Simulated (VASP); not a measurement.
Write the native input for VASP 6.6.1 that does the following.

```yaml
Task: single point
Functional: PBE
Potentials_or_basis: VASP PAW PBE potentials, release 64 (Pt)
Cutoff: 520 eV
k_mesh: 12 × 12 × 1
Occupations: fermi-dirac, width 0.08 eV
Spin: no spin polarisation
Dipole_correction: yes
Further_INCAR_settings: ALGO = Normal; EDIFF = 1e-06; NBANDS = 33
```

The structure of Pt lies in POSCAR:

```
Pt
1.0
    2.8080030018      0.0000000000      0.0000000000
    0.0000000000      2.8080030018      0.0000000000
    0.0000000000      0.0000000000     23.9422000000
Pt
5
Direct
    0.0000000000      0.0000000000      0.3341373840
    0.5000000000      0.5000000000      0.4170686918
    0.0000000000      0.0000000000      0.5000000000
    0.5000000000      0.5000000000      0.5829313082
    0.0000000000      0.0000000000      0.6658626160
```

The input as run:

INCAR

```
SYSTEM = Pt
PREC = Accurate
ENCUT = 520
EDIFF = 1E-6
ISMEAR = -1
SIGMA = 0.08
LREAL = .FALSE.
LASPH = .TRUE.
NELM = 80
ALGO = Normal
ISIF = 2
LWAVE = .FALSE.
LCHARG = .TRUE.
LDIPOL = .TRUE.
IDIPOL = 3
DIPOL = 0.5 0.5 0.500
GGA = PE
LELF = .TRUE.
LVHAR = .TRUE.
LVACPOTAV = .TRUE.
NBANDS = 33
```

KPOINTS

```
Automatic mesh
0
G
  12 12 1
  0 0 0
```

Potentials or basis: VASP PAW PBE potentials, release 64 (Pt).

Launch:

```bash
$ cat potpaw_PBE.64/Pt/POTCAR > POTCAR
$ mpirun -np 1 vasp_std > vasp.out
```

Results of the run:

- Largest force: 0.326 eV/Å
- Band gap on the k mesh: zero (band 25 reaches 2.04 eV, above the bottom of band 26 at 0.54 eV)

Caveat: spin-orbit coupling is left out, which moves the levels of the heavy elements.

It took 2.5 min on 1 thread of Intel(R) Xeon(R) 6975P-C (Granite Rapids), on a shared host, peak memory 0.37 GiB.
